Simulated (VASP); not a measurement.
The system is AgCl.

```
CELL_PARAMETERS angstrom
0.00000 2.77318 2.80092
2.77318 0.00000 2.80092
2.77318 2.77318 0.00000
ATOMIC_POSITIONS crystal
Ag 0.00000 0.00000 0.00000
Cl 0.50000 0.50000 0.50000
```

This cell differs from its parent crystal: uniaxial z strain +1.0%.

Base run:

| Property | Result |
| --- | --- |
| Program | VASP 6.6.1 |
| Functional | PBE |
| Potentials or basis | VASP PAW PBE potentials, release 64 (Ag, Cl) |
| Cutoff | 520 eV |
| k mesh | 8 × 8 × 8 |
| Occupations | fermi-dirac, width 0.02 eV |
| Spin | no spin polarisation |

Its results: band gap on the k mesh 0.88 eV (least direct gap 3.15 eV); pressure 1.0 GPa.

The run is repeated on the same cell with these changes: functional from PBE to r2SCAN; occupations from fermi-dirac, width 0.02 eV to gaussian, width 0.01 eV. What comes out?

Band gap on the k mesh 1.39 eV (least direct gap 3.66 eV); pressure -0.6 GPa.

Caveats: the PAW data sets were made with another functional, which shifts forces and pressure a little (at least some runs).

A k mesh can miss the band edges.
